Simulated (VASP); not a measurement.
# WS2 in VASP: single point with r2SCAN

Aim: the single point of WS2 with r2SCAN.

Everything below comes from runs of VASP 6.6.1. Logs are shortened: lines on timing, memory, paths and dates and some standing lists are left out, and cuts for length are marked.

**1. The cell of the first run**

The cell holds a slab with vacuum, 6 atoms: a = 3.181 Å, b = 3.181 Å, c = 23.688 Å, α = 90.00°, β = 90.00°, γ = 120.00°.

**2. Single point, r2SCAN (atom 4 (S) moved -0.150 Å towards its neighbour atom 6 (S) at 3.119 Å)**

POSCAR

```
WS2
1.0
    3.1814117282      0.0000000000      0.0000000000
   -1.5907058641      2.7551833765      0.0000000000
    0.0000000000      0.0000000000     23.6881463475
W S
2 4
Direct
    0.3333333333      0.6666666667      0.6379434935
    0.6666666667      0.3333333333      0.3620565065
    0.3333333333      0.6666666667      0.2962425097
    0.6666666667      0.3333333333      0.5657715413
    0.3333333333      0.6666666667      0.4278961777
    0.6666666667      0.3333333333      0.7037574903
```

INCAR.step1

```
ALGO = Normal ; EDIFF = 1E-4
ENCUT = 520 ; GGA = PE
ISMEAR = 0 ; LASPH = T
LCHARG = F ; LREAL = F
LWAVE = T ; NBANDS = 35
NELM = 80 ; PREC = Accurate
SIGMA = 0.05
```

INCAR.step2

```
ALGO = Normal ; EDIFF = 1E-7
ENCUT = 520 ; ISIF = 2
ISMEAR = 0 ; ISTART = 1
LASPH = T ; LCHARG = F
LMIXTAU = T ; LREAL = F
LWAVE = F ; METAGGA = R2SCAN
NBANDS = 35 ; NELM = 80
PREC = Accurate ; SIGMA = 0.05
```

KPOINTS

```
k-points
0
Gamma
  12 12 2
```

Potentials or basis: VASP PAW PBE potentials, release 64 (W_sv, S).

On the command line:

```bash
cat potpaw_PBE.64/W_sv/POTCAR potpaw_PBE.64/S/POTCAR > POTCAR
cp INCAR.step1 INCAR
mpirun -np 1 vasp_std > vasp.out
cp INCAR.step2 INCAR
mpirun -np 1 vasp_std > vasp.out
```

OUTCAR:

```text
EDIFF = 1E-7
   ENCUT = 520
   ISIF = 2
   ISMEAR = 0
   ISTART = 1
   LASPH = T
   LREAL = F
   METAGGA = R2SCAN
   NELM = 80
   PREC = Accurate

 ion  position               nearest neighbor table
   1  0.333  0.667  0.638-   6 2.41   6 2.41   6 2.41   4 2.51   4 2.51   4 2.51
   2  0.667  0.333  0.362-   3 2.41   3 2.41   3 2.41   5 2.41   5 2.41   5 2.41
   3  0.333  0.667  0.296-   2 2.41   2 2.41   2 2.41
   4  0.667  0.333  0.566-   1 2.51   1 2.51   1 2.51
   5  0.333  0.667  0.428-   2 2.41   2 2.41   2 2.41
   6  0.667  0.333  0.704-   1 2.41   1 2.41   1 2.41

  LATTYP: Found a hexagonal cell.
 ALAT       =     3.1814117282
 C/A-ratio  =     7.4457971402

  Lattice vectors:

 A1 = (   3.1814117282,   0.0000000000,   0.0000000000)
 A2 = (  -1.5907058641,   2.7551833765,   0.0000000000)
 A3 = (   0.0000000000,   0.0000000000,  23.6881463475)

Analysis of symmetry for initial positions (statically):
=====================================================================
 Subroutine PRICEL returns:
 Original cell was already a primitive cell.

 Routine SETGRP: Setting up the symmetry group for a
 hexagonal supercell.

 Subroutine GETGRP returns: Found  6 space group operations
 (whereof  6 operations were pure point group operations)
 out of a pool of 24 trial point group operations.

The static configuration has the point symmetry C_3v.

Analysis of symmetry for dynamics (positions and initial velocities):
=====================================================================
 Subroutine PRICEL returns:
 Original cell was already a primitive cell.

 Routine SETGRP: Setting up the symmetry group for a
 hexagonal supercell.

 Subroutine GETGRP returns: Found  6 space group operations
 (whereof  6 operations were pure point group operations)
 out of a pool of 24 trial point group operations.

The dynamic configuration has the point symmetry C_3v.

 Subroutine INISYM returns: Found  6 space group operations
 (whereof  6 operations are pure point group operations),
 and found     1 'primitive' translations

----------------------------------------------------------------------------------------

                                     Primitive cell

  volume of cell :     207.6354

  direct lattice vectors                    reciprocal lattice vectors
     3.181411728  0.000000000  0.000000000     0.314325867  0.181476124  0.000000000
    -1.590705864  2.755183376  0.000000000     0.000000000  0.362952248  0.000000000
     0.000000000  0.000000000 23.688146347     0.000000000  0.000000000  0.042215207

  length of vectors
     3.181411728  3.181411728 23.688146347     0.362952248  0.362952248  0.042215207

  position of ions in fractional coordinates (direct lattice)
     0.333333333  0.666666667  0.637943494
     0.666666667  0.333333333  0.362056506
     0.333333333  0.666666667  0.296242510
     0.666666667  0.333333333  0.565771541
     0.333333333  0.666666667  0.427896178
     0.666666667  0.333333333  0.703757490

  ion indices of the primitive-cell ions
   primitive index   ion index
                 1           1
                 2           2
                 3           3
                 4           4
                 5           5
                 6           6

----------------------------------------------------------------------------------------

 KPOINTS: k-points

Automatic generation of k-mesh.
 Grid dimensions read from file:
 generate k-points for:   12   12    2

 Generating k-lattice:

  Cartesian coordinates                     Fractional coordinates (reciprocal lattice)
     0.026193822  0.015123010  0.000000000     0.083333333  0.000000000  0.000000000
     0.000000000  0.030246021  0.000000000     0.000000000  0.083333333  0.000000000
     0.000000000  0.000000000  0.021107603     0.000000000  0.000000000  0.500000000

  Length of vectors
     0.030246021  0.030246021  0.021107603

  Shift w.r.t. Gamma in fractional coordinates (k-lattice)
     0.000000000  0.000000000  0.000000000

 Subroutine IBZKPT returns following result:
 ===========================================

 Found     38 irreducible k-points:

 Following reciprocal coordinates:
            Coordinates               Weight
  0.000000  0.000000  0.000000      1.000000
  0.083333  0.000000  0.000000      6.000000
  0.166667  0.000000  0.000000      6.000000
  0.250000  0.000000  0.000000      6.000000
  0.333333  0.000000  0.000000      6.000000
  0.416667  0.000000  0.000000      6.000000
[... 16 lines left out ...]
  0.250000  0.000000  0.500000      6.000000
  0.333333  0.000000  0.500000      6.000000
 [... further k-points ...]
   k-points           NKPTS =     38   k-points in BZ     NKDIM =     38   number of bands    NBANDS=     35
   number of dos      NEDOS =    301   number of ions     NIONS =      6
   total plane-waves  NPLWV = 103680
   dimension x,y,z NGX =    24 NGY =   24 NGZ =  180
   dimension x,y,z NGXF=    48 NGYF=   48 NGZF=  360
   ions per type =               2   4
   NGX,Y,Z   is equivalent  to a cutoff of  12.54, 12.54, 12.63 a.u.
   NGXF,Y,Z  is equivalent  to a cutoff of  25.08, 25.08, 25.27 a.u.
 SYSTEM =  unknown system
   PREC   = accura    normal or accurate (medium, high low for compatibility)
   ISTART =      1    job   : 0-new  1-cont  2-samecut
   ICHARG =      0    charge: 1-file 2-atom 10-const
   ISPIN  =      1    spin polarized calculation?
   LNONCOLLINEAR =      F non collinear calculations
   LSORBIT =      F    spin-orbit coupling
   LASPH  =      T    aspherical Exc in radial PAW
   ENCUT  =  520.0 eV  38.22 Ry    6.18 a.u.   5.92  5.92 44.04*2*pi/ulx,y,z
   NELM   =     80;   NELMIN=  2; NELMDL=  0     # of ELM steps
   EDIFF  = 0.1E-06   stopping-criterion for ELM
   LREAL  =      F    real-space projection
   EDIFFG = 0.1E-05   stopping-criterion for IOM
   NSW    =      0    number of steps for IOM
   IBRION =     -1    ionic relax: 0-MD 1-quasi-New 2-CG
   NFREE  =      0    steps in history (QN), initial steepest desc. (CG)
   ISIF   =      2    stress and relaxation
   ISYM   =      2    0-nonsym 1-usesym 2-fastsym
   POTIM  = 0.5000    time-step for ionic-motion
   TEBEG  =    0.0;   TEEND  =   0.0 temperature during run
   PSTRESS=    0.0 pullay stress
   NELECT =      52.0000    total number of electrons
   NUPDOWN=      -1.0000    fix difference up-down
   EMIN   =  10.00;   EMAX   =-10.00  energy-range for DOS
   EFERMI =   0.00;   METHOD = LEGACY
   ISMEAR =     0;   SIGMA  =   0.05  broadening in eV -4-tet -1-fermi 0-gaus
   EFERMI_NEDOS =   21; number of points for ismear=-14 and -15
   IALGO  =     38    algorithm
   IMIX   =      4    mixing-type and parameters
     AMIX     =   0.40;   BMIX     =  1.00
     AMIX_MAG =   1.60;   BMIX_MAG =  1.00
  volume/ion in A,a.u.               =      34.61       233.53
  Fermi-wavevector in a.u.,A,eV,Ry     =   1.031911  1.950029 14.488024  1.064840
  Thomas-Fermi vector in A             =   2.166082
   LORBIT       =      0    0 simple, 1 ext, 2 COOP (PROOUT), +10 PAW based schemes
   METAGGA = R2SCAN    functional components
   LHFCALC =     F    Hartree Fock is set to
   AEXX    =    0.0000 exact exchange contribution
   IVDW    =     0    specifies the selected vdW correction
   LEPSILON=     F    determine dielectric tensor
   LRPA    =     F    only Hartree local field effects (RPA)
 non-spin polarized calculation
 Gauss-broadening in eV      SIGMA  =   0.05
  energy-cutoff  :      520.00
  volume of cell :      207.64
 maximum number of plane-waves:      5630
 NGX is ok and might be reduce to    24
   NGX = 11   NGY = 11   NGZ = 89

 number of electron      51.9999999 magnetization

 Free energy of the ion-electron system (eV)
  ---------------------------------------------------
  ext. energy  EPLUGINS =         0.00000000
  ---------------------------------------------------
  free energy    TOTEN  =      -139.93589072 eV

  energy without entropy =     -139.93589072  energy(sigma->0) =     -139.93589072

 E-fermi :   1.1631     XC(G=0):  -6.3887

 val. band max:        0.7631670286   @ k =   0.0000   0.0000   0.0000
 cond. band min:       2.4022549405   @ k =   0.1667   0.1667   0.0000
 fundamental gap:      1.6390879119
 Fermi energy:         1.1630564102

 k-point     1 :       0.0000    0.0000    0.0000
  band No.  band energies     occupation
      1     -75.4524      2.00000
      2     -75.4367      2.00000
      3     -39.0245      2.00000
      4     -39.0098      2.00000
      5     -38.8706      2.00000
      6     -38.8706      2.00000
[... 27 lines left out ...]
     34       3.8687      0.00000
     35       6.1731      0.00000

 k-point     2 :       0.0833    0.0000    0.0000
  band No.  band energies     occupation
      1     -75.4512      2.00000
      2     -75.4354      2.00000
      3     -39.0200      2.00000
      4     -39.0056      2.00000
      5     -38.8952      2.00000
      6     -38.8763      2.00000
[... 27 lines left out ...]
     34       3.9812      0.00000
     35       6.4309      0.00000

 k-point     3 :       0.1667    0.0000    0.0000
  band No.  band energies     occupation
      1     -75.4478      2.00000
      2     -75.4319      2.00000
      3     -39.0077      2.00000
      4     -38.9943      2.00000
      5     -38.9617      2.00000
      6     -38.9266      2.00000
[... 27 lines left out ...]
     34       4.3681      0.00000
     35       6.8739      0.00000
[... 723 lines left out ...]
 k-point    23 :       0.2500    0.0000    0.5000
  band No.  band energies     occupation
      1     -75.4431      2.00000
      2     -75.4271      2.00000
      3     -39.0514      2.00000
      4     -39.0132      2.00000
      5     -38.9908      2.00000
      6     -38.9781      2.00000
[... 27 lines left out ...]
     34       4.8822      0.00000
     35       7.4924      0.00000

 k-point    24 :       0.3333    0.0000    0.5000
  band No.  band energies     occupation
      1     -75.4384      2.00000
      2     -75.4223      2.00000
      3     -39.1398      2.00000
      4     -39.0976      2.00000
      5     -38.9738      2.00000
      6     -38.9627      2.00000
[... 27 lines left out ...]
     34       5.2731      0.00000
     35       7.4557      0.00000

 [... further k-points ...]

------------------------ aborting loop because EDIFF is reached ----------------------------------------

  FORCE on cell =-STRESS in cart. coord.  units (eV):
  Direction    XX          YY          ZZ          XY          YZ          ZX
  --------------------------------------------------------------------------------------
  -------------------------------------------------------------------------------------
  Total       -1.1561319     -1.1561319     -4.2928637     -0.0000000     -0.0000000      0.0000000
  in kB       -8.9210606     -8.9210606    -33.1250253     -0.0000000     -0.0000000      0.0000000
  external PRESSURE =     -16.9890488 kB  Pullay stress =       0.0000000 kB

 VOLUME and BASIS-vectors are now :
 -----------------------------------------------------------------------------
  energy-cutoff  :      520.00
  volume of cell :      207.64
      direct lattice vectors                 reciprocal lattice vectors
     3.181411728  0.000000000  0.000000000     0.314325867  0.181476124  0.000000000
    -1.590705864  2.755183376  0.000000000     0.000000000  0.362952248  0.000000000
     0.000000000  0.000000000 23.688146347     0.000000000  0.000000000  0.042215207

 POSITION                                       TOTAL-FORCE (eV/Angst)
 -----------------------------------------------------------------------------------
     -0.00000      1.83679     15.11170        -0.000000      0.000000     -2.093132
      1.59071      0.91839      8.57645         0.000000      0.000000     -0.004361
     -0.00000      1.83679      7.01744         0.000000     -0.000000     -0.021415
      1.59071      0.91839     13.40208        -0.000000      0.000000      2.363407
     -0.00000      1.83679     10.13607        -0.000000      0.000000      0.003407
      1.59071      0.91839     16.67071         0.000000     -0.000000     -0.247905
 -----------------------------------------------------------------------------------
    total drift:                               -0.000001      0.000001     -0.000407

  FREE ENERGIE OF THE ION-ELECTRON SYSTEM (eV)
  ---------------------------------------------------
  free  energy   TOTEN  =      -139.9358907236 eV

  energy  without entropy=     -139.9358907236  energy(sigma->0) =     -139.93589072
```

Wall time 9.9 min (1 thread of Intel Xeon 6975P-C (Granite Rapids), shared host); peak memory 0.49 GiB.

Results:

- Free energy: -139.9359 eV
- Largest force: 2.363 eV/Å
- Band gap on the k mesh: 1.64 eV (least direct gap 1.83 eV)

Forces in eV/Å, atoms in the order of the input:
```
W    0.000  0.000 -2.093
W    0.000  0.000 -0.004
S    0.000  0.000 -0.021
S    0.000  0.000  2.363
S    0.000  0.000  0.003
S    0.000  0.000 -0.248
```

Levels at points of the mesh, in eV from the valence-band top:
```csv
k point,band 23,band 24,band 25,band 26,band 27,band 28,band 29,band 30
"(0.00, 0.00, 0.00)",-1.50,-1.50,-0.44,0.00,2.62,2.62,2.84,2.84
"(0.50, 0.00, 0.00)",-1.67,-1.30,-1.23,-1.14,2.77,2.89,3.14,3.26
"(0.00, 0.00, 0.50)",-1.50,-1.50,-0.44,0.00,2.62,2.62,2.84,2.84
"(0.50, 0.00, 0.50)",-1.67,-1.30,-1.23,-1.14,2.77,2.89,3.14,3.26
```

Caveat: the cell differs from its parent crystal (atom 4 (S) moved -0.150 Å towards its neighbour atom 6 (S) at 3.119 Å); the PAW data sets were made with another functional, which shifts forces and pressure a little; spin-orbit coupling is left out, which moves the levels of the heavy elements.
